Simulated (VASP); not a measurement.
# GeSb4Te4 (Cm) in VASP: further runs

GeSb4Te4 is run at these levels: PBE; tasks: single point.

Program: VASP 6.6.1. These are calculated values, not measurements. Logs are shortened: lines on timing, memory, paths and dates and some standing lists are left out, and cuts for length are marked.

## 1. The cell of the first run

Symmetry: Cm, No. 8, monoclinic system. The conventional cell has a = 7.500 Å, b = 4.330 Å, c = 17.660 Å, α = 90.00°, β = 92.03°, γ = 90.00°. Within 4.0 Å of Ge (site symmetry m) lie 6 Te at 3.01 Å. Sb (site symmetry m) has 3 Sb at 2.94 Å and 3 Te at 3.64 Å within 3.9 Å. Within 3.9 Å of Sb (site symmetry m) lie 3 Sb at 2.94 Å and 3 Te at 3.24 to 3.90 Å. Within 4.0 Å of Sb (site symmetry m) lie 6 Te at 3.03 to 3.21 Å. Sb (site symmetry m) has 6 Te at 3.03 to 3.21 Å within 4.0 Å. Within 4.0 Å of Te (site symmetry m) lie 3 Ge at 3.01 Å and 3 Sb at 3.21 Å. Within 4.0 Å of Te (site symmetry m) lie 3 Ge at 3.01 Å and 3 Sb at 3.21 Å. Within 4.0 Å of Te (site symmetry m) lie 6 Sb at 3.03 to 3.64 Å.

## 2. Single point, PBE (the part above a cut slid along it)

Input file INCAR:

```
  PREC = Accurate
  ENCUT = 520
  EDIFF = 1E-6
  ISMEAR = 0
  SIGMA = 0.03
  LREAL = F
  LASPH = T
  NELM = 100
  ALGO = Normal
  ISIF = 2
  LWAVE = F
  LCHARG = T
  GGA = PE
  LELF = T
  LVHAR = T
  NBANDS = 39
```

Input file KPOINTS:

```
Automatic mesh
0
Gamma
  9 9 2
```

Input file POSCAR:

```
GeSb4Te4
1.0
   -4.3299846501      0.0000000000      0.0000000000
   -2.1649923251     -3.7498767050      0.0000000000
   -0.5410315820     -0.3123647295     17.6486093019
Ge Sb Te
1 4 4
Direct
   -0.0515668650     -0.0515668650      0.6190500000
    0.3197430051      0.3197430051      0.1631491990
    0.6604232649      0.6604232649      0.0749508010
    0.6325287980      0.6325287980      0.4098183509
    0.2643374720      0.2643374720      0.8282816491
    0.2897200790      0.2897200790      0.5235684789
    0.6071461910      0.6071461910      0.7145315211
    0.9739257077      0.9739257077      0.3130167137
   -0.0770594377     -0.0770594377      0.9250832863
```

Potentials or basis: VASP PAW PBE potentials, release 64 (Ge_d, Sb, Te).

The run is started by

```console
$ cat potpaw_PBE.64/Ge_d/POTCAR potpaw_PBE.64/Sb/POTCAR potpaw_PBE.64/Te/POTCAR > POTCAR
$ mpirun -np 1 vasp_std > vasp.out
```

OUTCAR:

```text
PREC = Accurate
   ENCUT = 520
   EDIFF = 1E-6
   ISMEAR = 0
   LREAL = F
   LASPH = T
   NELM = 100
   ISIF = 2
   GGA = PE

 ion  position               nearest neighbor table
   1  0.948  0.948  0.619-   6 3.01   7 3.01   7 3.01   6 3.01   7 3.01   6 3.01
   2  0.320  0.320  0.163-   3 2.94   3 2.94   3 2.94   8 3.64   8 3.64   8 3.64
   3  0.660  0.660  0.075-   2 2.94   2 2.94   2 2.94   9 3.24
   4  0.633  0.633  0.410-   8 3.03   8 3.03   8 3.03   6 3.21   6 3.21   6 3.21
   5  0.264  0.264  0.828-   9 3.03   9 3.03   9 3.03   7 3.21   7 3.21   7 3.21
   6  0.290  0.290  0.524-   1 3.01   1 3.01   1 3.01   4 3.21   4 3.21   4 3.21
   7  0.607  0.607  0.715-   1 3.01   1 3.01   1 3.01   5 3.21   5 3.21   5 3.21
   8  0.974  0.974  0.313-   4 3.03   4 3.03   4 3.03   2 3.64   2 3.64   2 3.64
   9  0.923  0.923  0.925-   5 3.03   5 3.03   5 3.03   3 3.24

  LATTYP: Found a base centered monoclinic cell.
 ALAT       =     7.4997534100
 B/A-ratio  =     0.5773502692
 C/A-ratio  =     2.3546991524
 COS(beta)  =    -0.0353760691

  Lattice vectors:

 A1 = (   4.3299846501,   0.0000000000,   0.0000000000)
 A2 = (   2.1649923251,   3.7498767050,   0.0000000000)
 A3 = (  -0.5410315820,  -0.3123647295,  17.6486093019)

Analysis of symmetry for initial positions (statically):
=====================================================================
 Subroutine PRICEL returns:
 Original cell was already a primitive cell.

 Routine SETGRP: Setting up the symmetry group for a
 base centered monoclinic supercell.

 Subroutine GETGRP returns: Found  2 space group operations
 (whereof  2 operations were pure point group operations)
 out of a pool of  4 trial point group operations.

The static configuration has the point symmetry C_1h.

Analysis of symmetry for dynamics (positions and initial velocities):
=====================================================================
 Subroutine PRICEL returns:
 Original cell was already a primitive cell.

 Routine SETGRP: Setting up the symmetry group for a
 base centered monoclinic supercell.

 Subroutine GETGRP returns: Found  2 space group operations
 (whereof  2 operations were pure point group operations)
 out of a pool of  4 trial point group operations.

The dynamic configuration has the point symmetry C_1h.

 Subroutine INISYM returns: Found  2 space group operations
 (whereof  2 operations are pure point group operations),
 and found     1 'primitive' translations

----------------------------------------------------------------------------------------

                                     Primitive cell

  volume of cell :     286.5589

  direct lattice vectors                    reciprocal lattice vectors
    -4.329984650  0.000000000  0.000000000    -0.230947701  0.133337717 -0.004719919
    -2.164992325 -3.749876705  0.000000000     0.000000000 -0.266675435 -0.004719919
    -0.541031582 -0.312364729 17.648609302     0.000000000  0.000000000  0.056661688

  length of vectors
     4.329984650  4.329984650 17.659662998     0.266717201  0.266717201  0.056661688

  position of ions in fractional coordinates (direct lattice)
     0.948433135  0.948433135  0.619050000
     0.319743005  0.319743005  0.163149199
     0.660423265  0.660423265  0.074950801
     0.632528798  0.632528798  0.409818351
     0.264337472  0.264337472  0.828281649
     0.289720079  0.289720079  0.523568479
     0.607146191  0.607146191  0.714531521
     0.973925708  0.973925708  0.313016714
     0.922940562  0.922940562  0.925083286

  ion indices of the primitive-cell ions
   primitive index   ion index
                 1           1
                 2           2
                 3           3
                 4           4
                 5           5
                 6           6
                 7           7
                 8           8
                 9           9

----------------------------------------------------------------------------------------

 KPOINTS: Automatic mesh

Automatic generation of k-mesh.
 Grid dimensions read from file:
 generate k-points for:    9    9    2

 Generating k-lattice:

  Cartesian coordinates                     Fractional coordinates (reciprocal lattice)
    -0.025660856  0.014815302 -0.000524435     0.111111111 -0.000000000 -0.000000000
     0.000000000 -0.029630604 -0.000524435     0.000000000  0.111111111 -0.000000000
     0.000000000  0.000000000  0.028330844     0.000000000  0.000000000  0.500000000

  Length of vectors
     0.029635245  0.029635245  0.028330844

  Shift w.r.t. Gamma in fractional coordinates (k-lattice)
     0.000000000  0.000000000  0.000000000

 Subroutine IBZKPT returns following result:
 ===========================================

 Found     50 irreducible k-points:

 Following reciprocal coordinates:
            Coordinates               Weight
  0.000000  0.000000  0.000000      1.000000
  0.111111  0.000000  0.000000      4.000000
  0.222222  0.000000 -0.000000      4.000000
  0.333333 -0.000000 -0.000000      4.000000
  0.444444  0.000000 -0.000000      4.000000
  0.111111  0.111111  0.000000      2.000000
[... 16 lines left out ...]
 -0.333333  0.333333  0.000000      2.000000
  0.444444  0.444444  0.000000      2.000000
 [... further k-points ...]
   k-points           NKPTS =     50   k-points in BZ     NKDIM =     50   number of bands    NBANDS=     39
   number of dos      NEDOS =    301   number of ions     NIONS =      9
   total plane-waves  NPLWV = 143360
   dimension x,y,z NGX =    32 NGY =   32 NGZ =  140
   dimension x,y,z NGXF=    64 NGYF=   64 NGZF=  280
   ions per type =               1   4   4
   NGX,Y,Z   is equivalent  to a cutoff of  12.29, 12.29, 13.18 a.u.
   NGXF,Y,Z  is equivalent  to a cutoff of  24.57, 24.57, 26.36 a.u.
 SYSTEM =  unknown system
   PREC   = accura    normal or accurate (medium, high low for compatibility)
   ISTART =      0    job   : 0-new  1-cont  2-samecut
   ICHARG =      2    charge: 1-file 2-atom 10-const
   ISPIN  =      1    spin polarized calculation?
   LNONCOLLINEAR =      F non collinear calculations
   LSORBIT =      F    spin-orbit coupling
   LASPH  =      T    aspherical Exc in radial PAW
   ENCUT  =  520.0 eV  38.22 Ry    6.18 a.u.   8.05  8.05 32.84*2*pi/ulx,y,z
   NELM   =    100;   NELMIN=  2; NELMDL= -5     # of ELM steps
   EDIFF  = 0.1E-05   stopping-criterion for ELM
   LREAL  =      F    real-space projection
[... 7 lines left out ...]
   TEBEG  =    0.0;   TEEND  =   0.0 temperature during run
   PSTRESS=    0.0 pullay stress
   NELECT =      58.0000    total number of electrons
   NUPDOWN=      -1.0000    fix difference up-down
   EMIN   =  10.00;   EMAX   =-10.00  energy-range for DOS
   EFERMI =   0.00;   METHOD = LEGACY
   ISMEAR =     0;   SIGMA  =   0.03  broadening in eV -4-tet -1-fermi 0-gaus
   EFERMI_NEDOS =   21; number of points for ismear=-14 and -15
   IALGO  =     38    algorithm
   IMIX   =      4    mixing-type and parameters
     AMIX     =   0.40;   BMIX     =  1.00
     AMIX_MAG =   1.60;   BMIX_MAG =  1.00
  volume/ion in A,a.u.               =      31.84       214.87
  Fermi-wavevector in a.u.,A,eV,Ry     =   0.961198  1.816401 12.570446  0.923902
  Thomas-Fermi vector in A             =   2.090549
   LORBIT       =      0    0 simple, 1 ext, 2 COOP (PROOUT), +10 PAW based schemes
   GGA     = PE    functional components
   LHFCALC =     F    Hartree Fock is set to
   AEXX    =    0.0000 exact exchange contribution
   IVDW    =     0    specifies the selected vdW correction
   LEPSILON=     F    determine dielectric tensor
   LRPA    =     F    only Hartree local field effects (RPA)
 non-spin polarized calculation
 Gauss-broadening in eV      SIGMA  =   0.03
  energy-cutoff  :      520.00
  volume of cell :      286.56
 maximum number of plane-waves:      7746
   NGX = 17   NGY = 17   NGZ = 65

 number of electron      58.0000005 magnetization

 Free energy of the ion-electron system (eV)
  ---------------------------------------------------
  ext. energy  EPLUGINS =         0.00000000
  ---------------------------------------------------
  free energy    TOTEN  =       -34.31587168 eV

  energy without entropy =      -34.31586216  energy(sigma->0) =      -34.31586692

 E-fermi :   6.3583     XC(G=0):  -9.2574

 val. band max:        6.3049076496   @ k =   0.0000   0.0000   0.0000
 cond. band min:       6.4199340033   @ k =   0.4444   0.4444   0.5000
 fundamental gap:      0.1150263537
 Fermi energy:         6.3583431529

 k-point     1 :       0.0000    0.0000    0.0000
  band No.  band energies     occupation
      1     -18.7886      2.00000
      2     -18.7836      2.00000
      3     -18.7802      2.00000
      4     -18.7771      2.00000
      5     -18.7770      2.00000
      6      -6.8744      2.00000
[... 31 lines left out ...]
     38       7.9220      0.00000
     39       8.4115      0.00000

 k-point     2 :       0.1111    0.0000    0.0000
  band No.  band energies     occupation
      1     -18.7887      2.00000
      2     -18.7834      2.00000
      3     -18.7803      2.00000
      4     -18.7771      2.00000
      5     -18.7769      2.00000
      6      -6.7681      2.00000
[... 31 lines left out ...]
     38       8.3705      0.00000
     39       8.6196      0.00000

 k-point     3 :       0.2222    0.0000   -0.0000
  band No.  band energies     occupation
      1     -18.7891      2.00000
      2     -18.7829      2.00000
      3     -18.7804      2.00000
      4     -18.7772      2.00000
      5     -18.7766      2.00000
      6      -6.4573      2.00000
[... 31 lines left out ...]
     38       8.9685      0.00000
     39       9.0353      0.00000

 k-point     4 :       0.3333   -0.0000   -0.0000
  band No.  band energies     occupation
      1     -18.7896      2.00000
      2     -18.7823      2.00000
      3     -18.7804      2.00000
      4     -18.7774      2.00000
      5     -18.7762      2.00000
      6      -5.9749      2.00000
[... 31 lines left out ...]
     38       9.3167      0.00000
     39       9.4790      0.00000
[... 754 lines left out ...]
     38      10.0561      0.00000
     39      10.1064      0.00000

 k-point    23 :      -0.3333    0.3333    0.0000
  band No.  band energies     occupation
      1     -18.7892      2.00000
      2     -18.7825      2.00000
      3     -18.7812      2.00000
      4     -18.7766      2.00000
      5     -18.7761      2.00000
      6      -5.0432      2.00000
[... 31 lines left out ...]
     38       9.7184      0.00000
     39      10.7461      0.00000

 k-point    24 :       0.4444    0.4444    0.0000
  band No.  band energies     occupation
      1     -18.7878      2.00000
      2     -18.7843      2.00000
      3     -18.7818      2.00000
      4     -18.7759      2.00000
      5     -18.7759      2.00000
      6      -5.4241      2.00000
[... 31 lines left out ...]
     38       9.3583      0.00000
     39       9.3852      0.00000

 [... further k-points ...]

------------------------ aborting loop because EDIFF is reached ----------------------------------------

  FORCE on cell =-STRESS in cart. coord.  units (eV):
  Direction    XX          YY          ZZ          XY          YZ          ZX
  --------------------------------------------------------------------------------------
  -------------------------------------------------------------------------------------
  Total        0.6174196     -0.1955014      0.7339917      0.7040103      0.7703390      1.3342663
  in kB        3.4520509     -1.0930667      4.1038160      3.9361873      4.3070372      7.4600075
  external PRESSURE =       2.1542667 kB  Pullay stress =       0.0000000 kB

 VOLUME and BASIS-vectors are now :
 -----------------------------------------------------------------------------
  energy-cutoff  :      520.00
  volume of cell :      286.56
      direct lattice vectors                 reciprocal lattice vectors
    -4.329984650  0.000000000  0.000000000    -0.230947701  0.133337717 -0.004719919
    -2.164992325 -3.749876705  0.000000000     0.000000000 -0.266675435 -0.004719919
    -0.541031582 -0.312364729 17.648609302     0.000000000  0.000000000  0.056661688

 POSITION                                       TOTAL-FORCE (eV/Angst)
 -----------------------------------------------------------------------------------
     -6.49498     -3.74988     10.92537         0.051162      0.029539      0.003780
     -2.16499     -1.24996      2.87936         0.096868      0.055927      0.089375
     -4.32998     -2.49992      1.32278         0.148925      0.085982      0.141853
     -4.32998     -2.49992      7.23272         0.012709      0.007337      0.032494
     -2.16499     -1.24996     14.61802         0.068512      0.039556     -0.095259
     -2.16499     -1.24996      9.24026        -0.022442     -0.012957     -0.020971
     -4.32998     -2.49992     12.61049        -0.115458     -0.066660      0.015013
     -6.49498     -3.74988      5.52431        -0.020289     -0.011714     -0.033473
     -6.49498     -3.74988     16.32643        -0.219988     -0.127010     -0.132813
 -----------------------------------------------------------------------------------
    total drift:                                0.000407      0.000235      0.000823

  FREE ENERGIE OF THE ION-ELECTRON SYSTEM (eV)
  ---------------------------------------------------
  free  energy   TOTEN  =       -34.3158716823 eV

  energy  without entropy=      -34.3158621565  energy(sigma->0) =      -34.31586692
```

It took 7.8 min on 1 thread of Intel Xeon Platinum 8488C (Sapphire Rapids), shared host; peak memory 0.72 GiB.

What came out:

```
Free energy            : -34.3159 eV
Pressure               : 0.2 GPa
Largest force          : 0.287 eV/Å
Band gap on the k mesh : 0.12 eV (least direct gap 0.12 eV)
```

Forces in eV/Å, atoms in the order of the input:
```
Ge   0.051  0.030  0.004
Sb   0.097  0.056  0.089
Sb   0.149  0.086  0.142
Sb   0.013  0.007  0.032
Sb   0.069  0.040 -0.095
Te  -0.022 -0.013 -0.021
Te  -0.115 -0.067  0.015
Te  -0.020 -0.012 -0.033
Te  -0.220 -0.127 -0.133
```

Levels at points of the mesh, in eV from the valence-band top:
| k point | band 26 | band 27 | band 28 | band 29 | band 30 | band 31 | band 32 | band 33 |
| --- | --- | --- | --- | --- | --- | --- | --- | --- |
| (0.00, 0.00, 0.00) | -1.25 | -1.20 | -1.11 | 0.00 | 0.12 | 0.19 | 0.43 | 0.77 |
| (0.00, 0.00, 0.50) | -1.19 | -1.18 | -1.04 | -0.08 | 0.21 | 0.22 | 0.57 | 0.63 |

Caveat: the cell differs from its parent crystal (the part above a cut slid along it); semilocal functionals underestimate gaps, and a narrow one can read as zero; spin-orbit coupling is left out, which moves the levels of the heavy elements. A k mesh can miss the band edges.

## 3. Single point, PBE (the part above a cut slid along it)

Input file INCAR:

```
SYSTEM = GeSb4Te4
PREC = Accurate
ENCUT = 520
EDIFF = 1E-6
ISMEAR = 0
SIGMA = 0.03
LREAL = .False.
LASPH = .True.
NELM = 60
ALGO = Normal
ISIF = 2
LWAVE = .False.
LCHARG = .False.
GGA = PE
NBANDS = 39
```

Input file KPOINTS:

```
regular mesh
0
Gamma
  9 9 2
  0 0 0
```

Input file POSCAR:

```
GeSb4Te4
1.0
   -4.3299846501      0.0000000000      0.0000000000
   -2.1649923251     -3.7498767050      0.0000000000
   -4.8712327314     -2.8124075287     17.6486093019
Ge Sb Te
1 4 4
Direct
   -0.4642875000     -0.4642875000      0.6190500000
    0.2109714341      0.2109714341      0.1631491990
    0.6104535659      0.6104535659      0.0749508010
    0.3593029035      0.3593029035      0.4098183509
   -0.2878779035     -0.2878779035      0.8282816491
   -0.0593430258     -0.0593430258      0.5235684789
    0.1307680258      0.1307680258      0.7145315211
    0.7652374647      0.7652374647      0.3130167137
   -0.6938124647     -0.6938124647      0.9250832863
```

Potentials or basis: VASP PAW PBE potentials, release 64 (Ge_d, Sb, Te).

The run is started by

```console
$ cat potpaw_PBE.64/Ge_d/POTCAR potpaw_PBE.64/Sb/POTCAR potpaw_PBE.64/Te/POTCAR > POTCAR
$ mpirun -np 1 vasp_std > vasp.out
```

Wall time 8.7 min (1 thread of Intel Xeon Platinum 8488C (Sapphire Rapids), shared host); peak memory 0.69 GiB.

It converged, with:

| Item | Value |
| --- | --- |
| Free energy | -34.2458 eV |
| Pressure | 0.3 GPa |
| Largest force | 0.265 eV/Å |
| Band gap on the k mesh | 0.12 eV (least direct gap 0.14 eV) |

Forces in eV/Å, atoms in the order of the input:
```
Ge  -0.016 -0.009  0.001
Sb   0.019  0.011  0.261
Sb  -0.008 -0.005  0.188
Sb  -0.001 -0.001  0.019
Sb  -0.099 -0.057 -0.193
Te   0.011  0.006 -0.007
Te   0.039  0.023  0.047
Te  -0.002 -0.001 -0.059
Te   0.058  0.033 -0.257
```

Stress tensor (GPa, compression positive):
```
-0.14 -0.10 -0.04
-0.10 -0.02 -0.03
-0.04 -0.03  0.93
```

Levels at points of the mesh, in eV from the valence-band top:
```csv
k point,band 26,band 27,band 28,band 29,band 30,band 31,band 32,band 33
"(0.00, 0.00, 0.00)",-1.27,-1.19,-1.11,0.00,0.14,0.21,0.37,0.70
"(0.00, 0.00, 0.50)",-1.21,-1.15,-1.08,-0.12,0.18,0.25,0.62,0.65
```

Caveat: the cell differs from its parent crystal (the part above a cut slid along it); semilocal functionals underestimate gaps, and a narrow one can read as zero; spin-orbit coupling is left out, which moves the levels of the heavy elements. A k mesh can miss the band edges.
